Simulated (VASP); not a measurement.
# NbP (I4_1md) in VASP: single point with LDA

Aim: the single point of NbP with LDA.

All numbers are computed with VASP 6.6.1; they aren't measurements. Logs are shortened: lines on timing, memory, paths and dates and some standing lists are left out, and cuts for length are marked.

## (1) The cell of the first run

Symmetry: I4_1md, No. 109, tetragonal system. The conventional cell has a = 3.350 Å, b = 3.350 Å, c = 11.480 Å, α = 90.00°, β = 90.00°, γ = 90.00°. Within 3.4 Å of Nb (site symmetry 2mm) lie 6 P at 2.55 Å and 8 Nb at 3.32 to 3.35 Å. P (site symmetry 2mm) has 6 Nb at 2.55 Å and 8 P at 3.32 to 3.35 Å within 3.4 Å.

## (2) Single point, LDA

File INCAR:

```
SYSTEM = NbP
ALGO     = Normal         ! electronic algorithm
EDIFF    = 1E-7           ! SCF threshold, eV
ENCUT    = 520            ! plane-wave cutoff, eV
ISIF     = 2              ! what is computed and relaxed
ISMEAR   = -1             ! smearing method
LASPH    = .TRUE.         ! aspherical terms in the spheres
LCHARG   = .FALSE.        ! write CHGCAR
LREAL    = .FALSE.        ! projectors in reciprocal space
LWAVE    = .FALSE.        ! write WAVECAR
NBANDS   = 26             ! bands
NELM     = 80             ! most SCF steps
PREC     = Accurate       ! precision mode
SIGMA    = 0.03           ! smearing width, eV
```

File KPOINTS:

```
k-points
0
G
  14 14 14
  0 0 0
```

File POSCAR:

```
NbP
1.0
   -1.6749232544      1.6749232544      5.7401081759
    1.6749232544     -1.6749232544      5.7401081759
    1.6749232544      1.6749232544     -5.7401081759
Nb P
2 2
Direct
    0.4998808000      0.4998808000      0.0000000000
    0.2498808000      0.7498808000      0.5000000000
    0.0827477700      0.0827477700      0.0000000000
    0.8327477700      0.3327477700      0.5000000000
```

Potentials or basis: VASP PAW LDA potentials, release 64 (Nb_sv, P).

Launch:

```console
$ cat potpaw_LDA.64/Nb_sv/POTCAR potpaw_LDA.64/P/POTCAR > POTCAR
$ mpirun -np 1 vasp_std > vasp.out
```

OUTCAR:

```text
SYSTEM = NbP
   EDIFF = 1E-7
   ENCUT = 520
   ISIF = 2
   ISMEAR = -1
   LASPH = .TRUE.
   LREAL = .FALSE.
   NELM = 80
   PREC = Accurate

 ion  position               nearest neighbor table
   1  0.500  0.500  0.000-   4 2.55   4 2.55   3 2.55   3 2.55   3 2.55   3 2.55
   2  0.250  0.750  0.500-   3 2.55   3 2.55   4 2.55   4 2.55   4 2.55   4 2.55
   3  0.083  0.083  0.000-   2 2.55   2 2.55   1 2.55   1 2.55   1 2.55   1 2.55
   4  0.833  0.333  0.500-   1 2.55   1 2.55   2 2.55   2 2.55   2 2.55   2 2.55

  LATTYP: Found a body centered tetragonal cell.
 ALAT       =     3.3498465088
 C/A-ratio  =     3.4270872775

  Lattice vectors:

 A1 = (  -1.6749232544,   1.6749232544,   5.7401081759)
 A2 = (   1.6749232544,  -1.6749232544,   5.7401081759)
 A3 = (   1.6749232544,   1.6749232544,  -5.7401081759)

Analysis of symmetry for initial positions (statically):
=====================================================================
 Subroutine PRICEL returns:
 Original cell was already a primitive cell.

 Routine SETGRP: Setting up the symmetry group for a
 body centered tetragonal supercell.

 Subroutine GETGRP returns: Found  8 space group operations
 (whereof  4 operations were pure point group operations)
 out of a pool of 16 trial point group operations.

The static configuration has the point symmetry C_2v.
 The point group associated with its full space group is C_4v.

Analysis of symmetry for dynamics (positions and initial velocities):
=====================================================================
 Subroutine PRICEL returns:
 Original cell was already a primitive cell.

 Routine SETGRP: Setting up the symmetry group for a
 body centered tetragonal supercell.

 Subroutine GETGRP returns: Found  8 space group operations
 (whereof  4 operations were pure point group operations)
 out of a pool of 16 trial point group operations.

The dynamic configuration has the point symmetry C_2v.
 The point group associated with its full space group is C_4v.

 Subroutine INISYM returns: Found  8 space group operations
 (whereof  4 operations are pure point group operations),
 and found     1 'primitive' translations

----------------------------------------------------------------------------------------

                                     Primitive cell

  volume of cell :      64.4125

  direct lattice vectors                    reciprocal lattice vectors
    -1.674923254  1.674923254  5.740108176     0.000000000  0.298521140  0.087106372
     1.674923254 -1.674923254  5.740108176     0.298521140  0.000000000  0.087106372
     1.674923254  1.674923254 -5.740108176     0.298521140  0.298521140  0.000000000

  length of vectors
     6.209635874  6.209635874  6.209635874     0.310970081  0.310970081  0.422172645

  position of ions in fractional coordinates (direct lattice)
     0.499880800  0.499880800  0.000000000
     0.249880800  0.749880800  0.500000000
     0.082747770  0.082747770  0.000000000
     0.832747770  0.332747770  0.500000000

  ion indices of the primitive-cell ions
   primitive index   ion index
                 1           1
                 2           2
                 3           3
                 4           4

----------------------------------------------------------------------------------------

 KPOINTS: k-points

Automatic generation of k-mesh.
 Grid dimensions read from file:
 generate k-points for:   14   14   14

 Generating k-lattice:

  Cartesian coordinates                     Fractional coordinates (reciprocal lattice)
     0.000000000  0.021322939  0.006221884     0.071428571  0.000000000 -0.000000000
     0.021322939  0.000000000  0.006221884     0.000000000  0.071428571 -0.000000000
     0.021322939  0.021322939  0.000000000     0.000000000  0.000000000  0.071428571

  Length of vectors
     0.022212149  0.022212149  0.030155189

  Shift w.r.t. Gamma in fractional coordinates (k-lattice)
     0.000000000  0.000000000  0.000000000

 Subroutine IBZKPT returns following result:
 ===========================================

 Found    244 irreducible k-points:

 Following reciprocal coordinates:
            Coordinates               Weight
  0.000000  0.000000  0.000000      1.000000
  0.071429  0.000000  0.000000      8.000000
  0.142857 -0.000000  0.000000      8.000000
  0.214286 -0.000000  0.000000      8.000000
  0.285714  0.000000  0.000000      8.000000
  0.357143  0.000000  0.000000      8.000000
[... 16 lines left out ...]
  0.214286  0.142857 -0.000000     16.000000
  0.285714  0.142857  0.000000     16.000000
 [... further k-points ...]
   k-points           NKPTS =    244   k-points in BZ     NKDIM =    244   number of bands    NBANDS=     26
   number of dos      NEDOS =    301   number of ions     NIONS =      4
   total plane-waves  NPLWV = 110592
   dimension x,y,z NGX =    48 NGY =   48 NGZ =   48
   dimension x,y,z NGXF=    96 NGYF=   96 NGZF=   96
   ions per type =               2   2
   NGX,Y,Z   is equivalent  to a cutoff of  12.85, 12.85, 12.85 a.u.
   NGXF,Y,Z  is equivalent  to a cutoff of  25.70, 25.70, 25.70 a.u.
 SYSTEM =  NbP
   PREC   = accura    normal or accurate (medium, high low for compatibility)
   ISTART =      0    job   : 0-new  1-cont  2-samecut
   ICHARG =      2    charge: 1-file 2-atom 10-const
   ISPIN  =      1    spin polarized calculation?
   LNONCOLLINEAR =      F non collinear calculations
   LSORBIT =      F    spin-orbit coupling
   LASPH  =      T    aspherical Exc in radial PAW
   ENCUT  =  520.0 eV  38.22 Ry    6.18 a.u.  11.55 11.55 11.55*2*pi/ulx,y,z
   NELM   =     80;   NELMIN=  2; NELMDL= -5     # of ELM steps
   EDIFF  = 0.1E-06   stopping-criterion for ELM
   LREAL  =      F    real-space projection
   EDIFFG = 0.1E-05   stopping-criterion for IOM
   NSW    =      0    number of steps for IOM
   IBRION =     -1    ionic relax: 0-MD 1-quasi-New 2-CG
   NFREE  =      0    steps in history (QN), initial steepest desc. (CG)
   ISIF   =      2    stress and relaxation
   ISYM   =      2    0-nonsym 1-usesym 2-fastsym
   POTIM  = 0.5000    time-step for ionic-motion
   TEBEG  =    0.0;   TEEND  =   0.0 temperature during run
   PSTRESS=    0.0 pullay stress
   NELECT =      36.0000    total number of electrons
   NUPDOWN=      -1.0000    fix difference up-down
   EMIN   =  10.00;   EMAX   =-10.00  energy-range for DOS
   EFERMI =   0.00;   METHOD = LEGACY
   ISMEAR =    -1;   SIGMA  =   0.03  broadening in eV -4-tet -1-fermi 0-gaus
   EFERMI_NEDOS =   21; number of points for ismear=-14 and -15
   IALGO  =     38    algorithm
   IMIX   =      4    mixing-type and parameters
     AMIX     =   0.40;   BMIX     =  1.00
     AMIX_MAG =   1.60;   BMIX_MAG =  1.00
  volume/ion in A,a.u.               =      16.10       108.67
  Fermi-wavevector in a.u.,A,eV,Ry     =   1.348504  2.548304 24.741706  1.818464
  Thomas-Fermi vector in A             =   2.476168
   LORBIT       =      0    0 simple, 1 ext, 2 COOP (PROOUT), +10 PAW based schemes
   GGA     = CA    functional components
   LHFCALC =     F    Hartree Fock is set to
   AEXX    =    0.0000 exact exchange contribution
   IVDW    =     0    specifies the selected vdW correction
   LEPSILON=     F    determine dielectric tensor
   LRPA    =     F    only Hartree local field effects (RPA)
 non-spin polarized calculation
  energy-cutoff  :      520.00
  volume of cell :       64.41
 maximum number of plane-waves:      1760
 NGX is ok and might be reduce to    48
   NGX = 23   NGY = 23   NGZ = 23

 number of electron      35.9999999 magnetization

 Free energy of the ion-electron system (eV)
  ---------------------------------------------------
  ext. energy  EPLUGINS =         0.00000000
  ---------------------------------------------------
  free energy    TOTEN  =       -38.93980677 eV

  energy without entropy =      -38.93831802  energy(sigma->0) =      -38.93906239

 E-fermi :  10.4099     XC(G=0): -12.1520

 val. band max:       10.4059094992   @ k =  -0.1429  -0.4286   0.1429
 cond. band min:      10.4515915440   @ k =  -0.0714   0.4286   0.0714
 fundamental gap:      0.0456820448
 Fermi energy:        10.4099381899

 k-point     1 :       0.0000    0.0000    0.0000
  band No.  band energies     occupation
      1     -44.2057      2.00000
      2     -44.1677      2.00000
      3     -20.6397      2.00000
      4     -20.4402      2.00000
      5     -20.4402      2.00000
      6     -20.2924      2.00000
[... 18 lines left out ...]
     25      14.4751      0.00000
     26      14.4756      0.00000

 k-point     2 :       0.0714    0.0000    0.0000
  band No.  band energies     occupation
      1     -44.2044      2.00000
      2     -44.1672      2.00000
      3     -20.6349      2.00000
      4     -20.4541      2.00000
      5     -20.4391      2.00000
      6     -20.3066      2.00000
[... 18 lines left out ...]
     25      14.4549      0.00000
     26      14.7246      0.00000

 k-point     3 :       0.1429   -0.0000    0.0000
  band No.  band energies     occupation
      1     -44.2009      2.00000
      2     -44.1658      2.00000
      3     -20.6224      2.00000
      4     -20.4917      2.00000
      5     -20.4360      2.00000
      6     -20.3435      2.00000
[... 18 lines left out ...]
     25      14.7042      0.00000
     26      15.3153      0.00000

 k-point     4 :       0.2143   -0.0000    0.0000
  band No.  band energies     occupation
      1     -44.1957      2.00000
      2     -44.1640      2.00000
      3     -20.6116      2.00000
      4     -20.5378      2.00000
      5     -20.4315      2.00000
      6     -20.3934      2.00000
[... 18 lines left out ...]
     25      15.0287      0.00000
     26      15.9817      0.00000

 k-point     5 :       0.2857    0.0000    0.0000
  band No.  band energies     occupation
      1     -44.1897      2.00000
      2     -44.1621      2.00000
      3     -20.6368      2.00000
      4     -20.5524      2.00000
      5     -20.4435      2.00000
      6     -20.4264      2.00000
[... 18 lines left out ...]
     25      15.1087      0.00000
     26      16.5019      0.00000

 k-point     6 :       0.3571    0.0000    0.0000
  band No.  band energies     occupation
      1     -44.1840      2.00000
      2     -44.1607      2.00000
      3     -20.6852      2.00000
      4     -20.5501      2.00000
      5     -20.4733      2.00000
      6     -20.4219      2.00000
[... 427 lines left out ...]
 k-point    21 :      -0.0714    0.0714    0.0000
  band No.  band energies     occupation
      1     -44.2034      2.00000
      2     -44.1665      2.00000
      3     -20.6325      2.00000
      4     -20.4546      2.00000
      5     -20.4509      2.00000
      6     -20.3075      2.00000
[... 18 lines left out ...]
     25      14.3948      0.00000
     26      14.8246      0.00000

 k-point    22 :       0.1429    0.1429    0.0000
  band No.  band energies     occupation
      1     -44.1954      2.00000
      2     -44.1648      2.00000
      3     -20.5988      2.00000
      4     -20.4957      2.00000
      5     -20.4796      2.00000
      6     -20.3434      2.00000
[... 18 lines left out ...]
     25      14.6225      0.00000
     26      15.2780      0.00000

 k-point    23 :       0.2143    0.1429   -0.0000
  band No.  band energies     occupation
      1     -44.1900      2.00000
      2     -44.1632      2.00000
      3     -20.5900      2.00000
      4     -20.5337      2.00000
      5     -20.4795      2.00000
      6     -20.3861      2.00000
[... 18 lines left out ...]
     25      15.0004      0.00000
     26      15.6090      0.00000

 k-point    24 :       0.2857    0.1429    0.0000
  band No.  band energies     occupation
      1     -44.1839      2.00000
      2     -44.1614      2.00000
      3     -20.6262      2.00000
      4     -20.5390      2.00000
      5     -20.4738      2.00000
      6     -20.4320      2.00000
[... 18 lines left out ...]
     25      15.1810      0.00000
     26      15.9513      0.00000

 [... further k-points ...]
[... 5 lines left out ...]
  --------------------------------------------------------------------------------------
  -------------------------------------------------------------------------------------
  Total       -3.8521098     -3.8521098     -3.7426147      0.0000000      0.0000000      0.0000000
  in kB      -95.8162888    -95.8162888    -93.0927385      0.0000000      0.0000000      0.0000000
  external PRESSURE =     -94.9084387 kB  Pullay stress =       0.0000000 kB

 VOLUME and BASIS-vectors are now :
 -----------------------------------------------------------------------------
  energy-cutoff  :      520.00
  volume of cell :       64.41
      direct lattice vectors                 reciprocal lattice vectors
    -1.674923254  1.674923254  5.740108176     0.000000000  0.298521140  0.087106372
     1.674923254 -1.674923254  5.740108176     0.298521140  0.000000000  0.087106372
     1.674923254  1.674923254 -5.740108176     0.298521140  0.298521140  0.000000000

 POSITION                                       TOTAL-FORCE (eV/Angst)
 -----------------------------------------------------------------------------------
      0.00000      0.00000      5.73874         0.000000      0.000000      0.013101
      1.67492      0.00000      2.86869         0.000000      0.000000      0.013101
      0.00000      0.00000      0.94996        -0.000000      0.000000     -0.013101
      0.00000      1.67492      3.82002         0.000000     -0.000000     -0.013101
 -----------------------------------------------------------------------------------
    total drift:                               -0.000000     -0.000000      0.000125

  FREE ENERGIE OF THE ION-ELECTRON SYSTEM (eV)
  ---------------------------------------------------
  free  energy   TOTEN  =       -38.9398067651 eV

  energy  without entropy=      -38.9383180207  energy(sigma->0) =      -38.93906239
```

Wall time 16 min (1 thread of Intel Xeon 6975P-C, shared host); peak memory 0.5 GiB.

What came out:

```yaml
Free_energy: -38.9398 eV
Pressure: -9.5 GPa
Largest_force: 0.013 eV/Å
Band_gap_on_the_k_mesh: zero (band 18 reaches 10.52 eV, above the bottom of band 19 at 10.36 eV)
```

Forces on the atoms (eV/Å):
```
Nb   0.000  0.000  0.013
Nb   0.000  0.000  0.013
P    0.000  0.000 -0.013
P    0.000  0.000 -0.013
```
